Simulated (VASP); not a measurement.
# SrCl2 (P-3m1) in VASP: a series of runs

Runs on SrCl2. Level: LDA. Tasks: single point.

All numbers are computed with VASP 6.6.1; they aren't measurements. Logs are shortened: lines on timing, memory, paths and dates and some standing lists are left out, and cuts for length are marked.

**1. The cell of the first run**

The structure is trigonal, space group P-3m1 (No. 164). Conventional cell: a = 4.929 Å, b = 4.929 Å, c = 11.774 Å, α = 90.00°, β = 90.00°, γ = 120.00°. Within 3.6 Å of Sr (site symmetry 3m) lie 8 Cl at 2.72 to 3.02 Å. Within 4.0 Å of Sr (site symmetry -3m) lie 8 Cl at 3.02 Å. Cl (site symmetry 3m) has 4 Sr at 3.02 Å and 6 Cl at 3.49 Å within 4.0 Å. Within 3.6 Å of Cl (site symmetry 3m) lie 4 Sr at 2.72 to 3.02 Å and 6 Cl at 3.32 to 3.49 Å. Cl (site symmetry 3m) has 4 Sr at 3.02 Å and 6 Cl at 3.49 Å within 4.0 Å.

**2. Single point, LDA (the distance across one plane changed)**

Input file INCAR:

```
SYSTEM = SrCl2
  PREC = Accurate
  ENCUT = 520
  EDIFF = 1E-6
  ISMEAR = 0
  SIGMA = 0.05
  LREAL = .False.
  LASPH = .True.
  NELM = 80
  ALGO = Normal
  ISIF = 2
  LWAVE = .False.
  LCHARG = .False.
  NBANDS = 46
```

Input file KPOINTS:

```
Automatic mesh
0
Gamma
  5 5 2
  0 0 0
```

Input file POSCAR:

```
SrCl2
1.0
    3.4855000000     -3.4855000000      0.0000000000
    3.4855000000      0.0000000000     -3.4855000000
    6.7977949192      6.7977949192      6.7977949192
Sr Cl
3 6
Direct
    0.6666666667      0.6666666667      0.1709303576
    0.0000000000      0.0000000000      0.8545834229
    0.3333333333      0.3333333333      0.5127568902
    0.6666666667      0.6666666667      0.4273002571
    1.0000000000      0.0000000000      0.0854737245
    0.3333333333      0.3333333333      0.7691267897
    0.6666666667      0.6666666667      0.9400400560
    1.0000000000      1.0000000000      0.5982135234
    0.3333333333      0.3333333333      0.2563869908
```

Potentials or basis: VASP PAW LDA potentials, release 64 (Sr_sv, Cl).

Launch:

```
> cat potpaw_LDA.64/Sr_sv/POTCAR potpaw_LDA.64/Cl/POTCAR > POTCAR
> mpirun -np 1 vasp_std > vasp.out
```

OUTCAR:

```text
SYSTEM = SrCl2
   PREC = Accurate
   ENCUT = 520
   EDIFF = 1E-6
   ISMEAR = 0
   LREAL = .False.
   LASPH = .True.
   NELM = 80
   ISIF = 2

 ion  position               nearest neighbor table
   1  0.667  0.667  0.171-   7 2.72   5 3.02   9 3.02   9 3.02   5 3.02   5 3.02   4 3.02   9 3.02
                             2 4.69   2 4.69   2 4.69   3 4.93   3 4.93   3 4.93
   2  0.000  0.000  0.855-   5 2.72   7 3.02   6 3.02   7 3.02   7 3.02   6 3.02   6 3.02   8 3.02
                             1 4.69   1 4.69   1 4.69   3 4.93   3 4.93   3 4.93
   3  0.333  0.333  0.513-   9 3.02   4 3.02   4 3.02   8 3.02   8 3.02   8 3.02   4 3.02   6 3.02
                             1 4.93   1 4.93   1 4.93   2 4.93   2 4.93   2 4.93
   4  0.667  0.667  0.427-   3 3.02   3 3.02   3 3.02   1 3.02
   5  0.000  0.000  0.085-   2 2.72   1 3.02   1 3.02   1 3.02
   6  0.333  0.333  0.769-   2 3.02   2 3.02   2 3.02   3 3.02
   7  0.667  0.667  0.940-   1 2.72   2 3.02   2 3.02   2 3.02
   8  0.000  0.000  0.598-   3 3.02   3 3.02   3 3.02   2 3.02
   9  0.333  0.333  0.256-   3 3.02   1 3.02   1 3.02   1 3.02

  LATTYP: Found a hexagonal cell.
 ALAT       =     4.9292413717
 C/A-ratio  =     2.3886284505

  Lattice vectors:

 A1 = (  -3.4855000000,   0.0000000000,   3.4855000000)
 A2 = (   3.4855000000,  -3.4855000000,   0.0000000000)
 A3 = (   6.7977949192,   6.7977949192,   6.7977949192)

Analysis of symmetry for initial positions (statically):
=====================================================================
 Subroutine PRICEL returns:
 Original cell was already a primitive cell.

 Routine SETGRP: Setting up the symmetry group for a
 hexagonal supercell.

 Subroutine GETGRP returns: Found 12 space group operations
 (whereof  6 operations were pure point group operations)
 out of a pool of 24 trial point group operations.

The static configuration has the point symmetry C_3v.
 The point group associated with its full space group is D_3d.

Analysis of symmetry for dynamics (positions and initial velocities):
=====================================================================
 Subroutine PRICEL returns:
 Original cell was already a primitive cell.

 Routine SETGRP: Setting up the symmetry group for a
 hexagonal supercell.

 Subroutine GETGRP returns: Found 12 space group operations
 (whereof  6 operations were pure point group operations)
 out of a pool of 24 trial point group operations.

The dynamic configuration has the point symmetry C_3v.
 The point group associated with its full space group is D_3d.

 Subroutine INISYM returns: Found 12 space group operations
 (whereof  6 operations are pure point group operations),
 and found     1 'primitive' translations

----------------------------------------------------------------------------------------

                                     Primitive cell

  volume of cell :     247.7533

  direct lattice vectors                    reciprocal lattice vectors
     3.485500000 -3.485500000  0.000000000     0.095634294 -0.191268589  0.095634294
     3.485500000  0.000000000 -3.485500000     0.095634294  0.095634294 -0.191268589
     6.797794919  6.797794919  6.797794919     0.049035509  0.049035509  0.049035509

  length of vectors
     4.929241372  4.929241372 11.774126179     0.234255223  0.234255223  0.084931993

  position of ions in fractional coordinates (direct lattice)
     0.666666667  0.666666667  0.170930358
     0.000000000  0.000000000  0.854583423
     0.333333333  0.333333333  0.512756890
     0.666666667  0.666666667  0.427300257
     0.000000000  0.000000000  0.085473724
     0.333333333  0.333333333  0.769126790
     0.666666667  0.666666667  0.940040056
     0.000000000  0.000000000  0.598213523
     0.333333333  0.333333333  0.256386991

  ion indices of the primitive-cell ions
   primitive index   ion index
                 1           1
                 2           2
                 3           3
                 4           4
                 5           5
                 6           6
                 7           7
                 8           8
                 9           9

----------------------------------------------------------------------------------------

 KPOINTS: Automatic mesh

Automatic generation of k-mesh.
 Grid dimensions read from file:
 generate k-points for:    5    5    2

 Generating k-lattice:

  Cartesian coordinates                     Fractional coordinates (reciprocal lattice)
     0.019126859 -0.038253718  0.019126859     0.200000000  0.000000000  0.000000000
     0.019126859  0.019126859 -0.038253718     0.000000000  0.200000000  0.000000000
     0.024517754  0.024517754  0.024517754     0.000000000  0.000000000  0.500000000

  Length of vectors
     0.046851045  0.046851045  0.042465996

  Shift w.r.t. Gamma in fractional coordinates (k-lattice)
     0.000000000  0.000000000  0.000000000

 Subroutine IBZKPT returns following result:
 ===========================================

 Found     10 irreducible k-points:

 Following reciprocal coordinates:
            Coordinates               Weight
  0.000000  0.000000  0.000000      1.000000
  0.200000  0.000000  0.000000      6.000000
  0.400000  0.000000  0.000000      6.000000
  0.400000  0.200000  0.000000      6.000000
 -0.400000  0.200000  0.000000      6.000000
  0.000000  0.000000  0.500000      1.000000
  0.200000  0.000000  0.500000      6.000000
  0.400000  0.000000  0.500000      6.000000
  0.400000  0.200000  0.500000      6.000000
 -0.400000  0.200000  0.500000      6.000000
   k-points           NKPTS =     10   k-points in BZ     NKDIM =     10   number of bands    NBANDS=     46
   number of dos      NEDOS =    301   number of ions     NIONS =      9
   total plane-waves  NPLWV = 144000
   dimension x,y,z NGX =    40 NGY =   40 NGZ =   90
   dimension x,y,z NGXF=    80 NGYF=   80 NGZF=  180
   ions per type =               3   6
   NGX,Y,Z   is equivalent  to a cutoff of  13.49, 13.49, 12.71 a.u.
   NGXF,Y,Z  is equivalent  to a cutoff of  26.98, 26.98, 25.42 a.u.
 SYSTEM =  SrCl2
   PREC   = accura    normal or accurate (medium, high low for compatibility)
   ISTART =      0    job   : 0-new  1-cont  2-samecut
   ICHARG =      2    charge: 1-file 2-atom 10-const
   ISPIN  =      1    spin polarized calculation?
   LNONCOLLINEAR =      F non collinear calculations
   LSORBIT =      F    spin-orbit coupling
   LASPH  =      T    aspherical Exc in radial PAW
   ENCUT  =  520.0 eV  38.22 Ry    6.18 a.u.   9.17  9.17 21.89*2*pi/ulx,y,z
   NELM   =     80;   NELMIN=  2; NELMDL= -5     # of ELM steps
   EDIFF  = 0.1E-05   stopping-criterion for ELM
   LREAL  =      F    real-space projection
   EDIFFG = 0.1E-04   stopping-criterion for IOM
   NSW    =      0    number of steps for IOM
   IBRION =     -1    ionic relax: 0-MD 1-quasi-New 2-CG
   NFREE  =      0    steps in history (QN), initial steepest desc. (CG)
   ISIF   =      2    stress and relaxation
   ISYM   =      2    0-nonsym 1-usesym 2-fastsym
   POTIM  = 0.5000    time-step for ionic-motion
   TEBEG  =    0.0;   TEEND  =   0.0 temperature during run
   PSTRESS=    0.0 pullay stress
   NELECT =      72.0000    total number of electrons
   NUPDOWN=      -1.0000    fix difference up-down
   EMIN   =  10.00;   EMAX   =-10.00  energy-range for DOS
   EFERMI =   0.00;   METHOD = LEGACY
   ISMEAR =     0;   SIGMA  =   0.05  broadening in eV -4-tet -1-fermi 0-gaus
   EFERMI_NEDOS =   21; number of points for ismear=-14 and -15
   IALGO  =     38    algorithm
   IMIX   =      4    mixing-type and parameters
     AMIX     =   0.40;   BMIX     =  1.00
     AMIX_MAG =   1.60;   BMIX_MAG =  1.00
  volume/ion in A,a.u.               =      27.53       185.77
  Fermi-wavevector in a.u.,A,eV,Ry     =   1.084374  2.049170 15.998647  1.175867
  Thomas-Fermi vector in A             =   2.220463
   LORBIT       =      0    0 simple, 1 ext, 2 COOP (PROOUT), +10 PAW based schemes
   GGA     = CA    functional components
   LHFCALC =     F    Hartree Fock is set to
   AEXX    =    0.0000 exact exchange contribution
   IVDW    =     0    specifies the selected vdW correction
   LEPSILON=     F    determine dielectric tensor
   LRPA    =     F    only Hartree local field effects (RPA)
 non-spin polarized calculation
 Gauss-broadening in eV      SIGMA  =   0.05
  energy-cutoff  :      520.00
  volume of cell :      247.75
 maximum number of plane-waves:      6696
 NGX is ok and might be reduce to    40
   NGX = 19   NGY = 19   NGZ = 43

 number of electron      72.0000001 magnetization

 Free energy of the ion-electron system (eV)
  ---------------------------------------------------
  ext. energy  EPLUGINS =         0.00000000
  ---------------------------------------------------
  free energy    TOTEN  =       -42.00249741 eV

  energy without entropy =      -42.00249741  energy(sigma->0) =      -42.00249741

 E-fermi :   0.4039     XC(G=0):  -8.9111

 val. band max:        0.0612408784   @ k =  -0.4000   0.2000   0.0000
 cond. band min:       5.1250777515   @ k =   0.0000   0.0000   0.0000
 fundamental gap:      5.0638368731
 Fermi energy:         0.4038960677

 k-point     1 :       0.0000    0.0000    0.0000
  band No.  band energies     occupation
      1     -32.5069      2.00000
      2     -32.4165      2.00000
      3     -32.4122      2.00000
      4     -15.0355      2.00000
      5     -14.8580      2.00000
      6     -14.6174      2.00000
[... 38 lines left out ...]
     45       6.6039      0.00000
     46       8.0174      0.00000

 k-point     2 :       0.2000    0.0000    0.0000
  band No.  band energies     occupation
      1     -32.5061      2.00000
      2     -32.4154      2.00000
      3     -32.4118      2.00000
      4     -15.0201      2.00000
      5     -14.8685      2.00000
      6     -14.7164      2.00000
[... 384 lines left out ...]
 k-point    10 :      -0.4000    0.2000    0.5000
  band No.  band energies     occupation
      1     -32.5044      2.00000
      2     -32.4123      2.00000
      3     -32.4114      2.00000
      4     -14.9706      2.00000
      5     -14.9271      2.00000
      6     -14.8577      2.00000
[... 38 lines left out ...]
     45       7.3488      0.00000
     46       7.4206      0.00000

------------------------ aborting loop because EDIFF is reached ----------------------------------------

  FORCE on cell =-STRESS in cart. coord.  units (eV):
  Direction    XX          YY          ZZ          XY          YZ          ZX
  --------------------------------------------------------------------------------------
  -------------------------------------------------------------------------------------
  Total       -2.0509848     -2.0509848     -2.0509848      1.2341953      1.2341953      1.2341953
  in kB      -13.2633596    -13.2633596    -13.2633596      7.9813249      7.9813249      7.9813249
  external PRESSURE =     -13.2633596 kB  Pullay stress =       0.0000000 kB

 VOLUME and BASIS-vectors are now :
 -----------------------------------------------------------------------------
  energy-cutoff  :      520.00
  volume of cell :      247.75
      direct lattice vectors                 reciprocal lattice vectors
     3.485500000 -3.485500000  0.000000000     0.095634294 -0.191268589  0.095634294
     3.485500000  0.000000000 -3.485500000     0.095634294  0.095634294 -0.191268589
     6.797794919  6.797794919  6.797794919     0.049035509  0.049035509  0.049035509

 POSITION                                       TOTAL-FORCE (eV/Angst)
 -----------------------------------------------------------------------------------
      5.80928     -1.16172     -1.16172         0.428358      0.428358      0.428358
      5.80928      5.80928      5.80928        -0.428358     -0.428358     -0.428358
      5.80928      2.32378      2.32378        -0.000000      0.000000     -0.000000
      7.55203      0.58103      0.58103         0.021998      0.021998      0.021998
      0.58103      0.58103      0.58103         0.481396      0.481396      0.481396
      7.55203      4.06653      4.06653         0.017256      0.017256      0.017256
     11.03753      4.06653      4.06653        -0.481396     -0.481396     -0.481396
      4.06653      4.06653      4.06653        -0.021998     -0.021998     -0.021998
      4.06653      0.58103      0.58103        -0.017256     -0.017256     -0.017256
 -----------------------------------------------------------------------------------
    total drift:                                0.000020      0.000020      0.000020

  FREE ENERGIE OF THE ION-ELECTRON SYSTEM (eV)
  ---------------------------------------------------
  free  energy   TOTEN  =       -42.0024974078 eV

  energy  without entropy=      -42.0024974078  energy(sigma->0) =      -42.00249741
```

Run time: 3.5 min. Hardware: 1 thread of Oxide Virtual Turin-like, shared host; peak memory 0.29 GiB.

Results:

* Free energy: -42.0025 eV
* Pressure: -1.3 GPa
* Largest force: 0.834 eV/Å
* Band gap on the k mesh: 5.06 eV (least direct gap 5.33 eV)

Forces on the atoms (eV/Å):
```
Sr   0.428  0.428  0.428
Sr  -0.428 -0.428 -0.428
Sr   0.000  0.000  0.000
Cl   0.022  0.022  0.022
Cl   0.481  0.481  0.481
Cl   0.017  0.017  0.017
Cl  -0.481 -0.481 -0.481
Cl  -0.022 -0.022 -0.022
Cl  -0.017 -0.017 -0.017
```

Stress tensor (GPa, compression positive):
```
-1.33  0.80  0.80
 0.80 -1.33  0.80
 0.80  0.80 -1.33
```

Levels at points of the mesh, in eV from the valence-band top:
```tsv
k point	band 34	band 35	band 36	band 37	band 38	band 39
(0.00, 0.00, 0.00)	-0.28	-0.27	-0.27	5.06	5.90	5.90
(0.00, 0.00, 0.50)	-0.47	-0.42	-0.42	5.64	5.69	6.10
```

Caveat: the cell differs from its parent crystal (the distance across one plane changed). A k mesh can miss the band edges.

**3. Single point, LDA (the distance across one plane changed)**

Input file INCAR:

```
SYSTEM = SrCl2
PREC = Accurate ; ENCUT = 520
EDIFF = 1E-7 ; ISMEAR = 0
SIGMA = 0.05 ; LREAL = .FALSE.
LASPH = .TRUE. ; NELM = 80
ALGO = Normal ; ISIF = 2
LWAVE = .FALSE. ; LCHARG = .FALSE.
GGA = CA ; NBANDS = 46
```

Input file KPOINTS:

```
Automatic mesh
0
G
  5 5 2
  0 0 0
```

Input file POSCAR:

```
SrCl2
1.0
    3.4855000000     -3.4855000000      0.0000000000
    3.4855000000      0.0000000000     -3.4855000000
    7.2596751346      7.2596751346      7.2596751346
Sr Cl
3 6
Direct
    0.6666666667      0.6666666667      0.1600553048
    0.0000000000      0.0000000000      0.8002125085
    0.3333333333      0.3333333333      0.4801339066
    0.6666666667      0.6666666667      0.4001142562
    1.0000000000      0.0000000000      0.0800356544
    0.3333333333      0.3333333333      0.7201928580
    0.6666666667      0.6666666667      0.8802321589
    1.0000000000      1.0000000000      0.5601535571
    0.3333333333      0.3333333333      0.2400749553
```

Potentials or basis: VASP PAW LDA potentials, release 64 (Sr_sv, Cl).

Launch:

```
> cat potpaw_LDA.64/Sr_sv/POTCAR potpaw_LDA.64/Cl/POTCAR > POTCAR
> mpirun -np 1 vasp_std > vasp.out
```

It took 4.2 min on 1 thread of Oxide Virtual Turin-like, shared host; peak memory 0.31 GiB.

The run converged. Its results:

```yaml
Free_energy: -41.7919 eV
Pressure: -3.2 GPa
Largest_force: 0.202 eV/Å
Band_gap_on_the_k_mesh: 4.82 eV (least direct gap 5.03 eV)
```

Forces in eV/Å, atoms in the order of the input:
```
Sr  -0.031 -0.031 -0.031
Sr   0.031  0.031  0.031
Sr   0.000  0.000  0.000
Cl  -0.018 -0.018 -0.018
Cl  -0.117 -0.117 -0.117
Cl  -0.008 -0.008 -0.008
Cl   0.117  0.117  0.117
Cl   0.018  0.018  0.018
Cl   0.008  0.008  0.008
```

Levels at points of the mesh, in eV from the valence-band top:
| k point | band 34 | band 35 | band 36 | band 37 | band 38 | band 39 |
| --- | --- | --- | --- | --- | --- | --- |
| (0.00, 0.00, 0.00) | -0.28 | -0.28 | -0.22 | 4.82 | 5.92 | 5.92 |
| (0.00, 0.00, 0.50) | -0.42 | -0.39 | -0.39 | 5.32 | 5.50 | 6.05 |

Caveat: the cell differs from its parent crystal (the distance across one plane changed); the cell stands under tension.

**4. Single point, LDA (the distance across one plane changed)**

Input file INCAR:

```
PREC = Accurate
ENCUT = 520
EDIFF = 1E-7
ISMEAR = 0
SIGMA = 0.05
LREAL = F
LASPH = T
NELM = 60
ALGO = Normal
ISIF = 2
LWAVE = F
LCHARG = F
NBANDS = 46
```

Input file KPOINTS:

```
Automatic mesh
0
Gamma
  5 5 2
```

Input file POSCAR:

```
SrCl2
1.0
    3.4855000000     -3.4855000000      0.0000000000
    3.4855000000      0.0000000000     -3.4855000000
    7.4040127019      7.4040127019      7.4040127019
Sr Cl
3 6
Direct
    0.6666666667      0.6666666667      0.1569351058
    0.0000000000      0.0000000000      0.7846127612
    0.3333333333      0.3333333333      0.4707739335
    0.6666666667      0.6666666667      0.3923142266
    1.0000000000      0.0000000000      0.0784753989
    0.3333333333      0.3333333333      0.7061530543
    0.6666666667      0.6666666667      0.8630724681
    1.0000000000      1.0000000000      0.5492336404
    0.3333333333      0.3333333333      0.2353948127
```

Launch:

```
> cat potpaw_LDA.64/Sr_sv/POTCAR potpaw_LDA.64/Cl/POTCAR > POTCAR
> mpirun -np 1 vasp_std > vasp.out
```

It took 4.4 min on 1 thread of Oxide Virtual Turin-like, shared host; peak memory 0.31 GiB.

It converged, with:

```
Free energy            : -41.6498 eV
Pressure               : -3.3 GPa
Largest force          : 0.168 eV/Å
Band gap on the k mesh : 4.75 eV (least direct gap 4.95 eV)
```

Forces in eV/Å, atoms in the order of the input:
```
Sr   0.020  0.020  0.020
Sr  -0.020 -0.020 -0.020
Sr   0.000  0.000  0.000
Cl  -0.022 -0.022 -0.022
Cl  -0.097 -0.097 -0.097
Cl  -0.009 -0.009 -0.009
Cl   0.097  0.097  0.097
Cl   0.022  0.022  0.022
Cl   0.009  0.009  0.009
```

Stress tensor (GPa, compression positive):
```
-3.26  0.09  0.09
 0.09 -3.26  0.09
 0.09  0.09 -3.26
```

Levels at points of the mesh, in eV from the valence-band top:
| k point | band 33 | band 34 | band 35 | band 36 | band 37 | band 38 | band 39 | band 40 |
| --- | --- | --- | --- | --- | --- | --- | --- | --- |
| (0.00, 0.00, 0.00) | -0.55 | -0.27 | -0.27 | -0.20 | 4.75 | 5.95 | 5.95 | 6.33 |
| (0.00, 0.00, 0.50) | -0.41 | -0.37 | -0.35 | -0.35 | 5.19 | 5.46 | 6.05 | 6.05 |

Caveat: the cell differs from its parent crystal (the distance across one plane changed); the cell stands under tension.

**5. Summary**

```tsv
cell	gap on the mesh (eV)	pressure (GPa)	largest force (eV/Å)
a = 4.929, b = 4.929, c = 11.774 Å, angles 90.0, 90.0, 60.0°, 9 atoms	5.06	-1.3	0.83
a = 4.929, b = 4.929, c = 12.574 Å, angles 90.0, 90.0, 60.0°, 9 atoms	4.82	-3.2	0.20
a = 4.929, b = 4.929, c = 12.824 Å, angles 90.0, 90.0, 60.0°, 9 atoms	4.75	-3.3	0.17
```

Alike in all rows: task single point; level LDA; potentials or basis VASP PAW LDA potentials, release 64 (Sr_sv, Cl); no spin polarisation; k mesh 5 × 5 × 2; cutoff (eV) 520; smearing gaussian 0.05 eV.

Caveats: the cell stands under tension (at least some runs).

Total energies depend on the potentials used, so only differences within one code and one set of settings carry meaning.
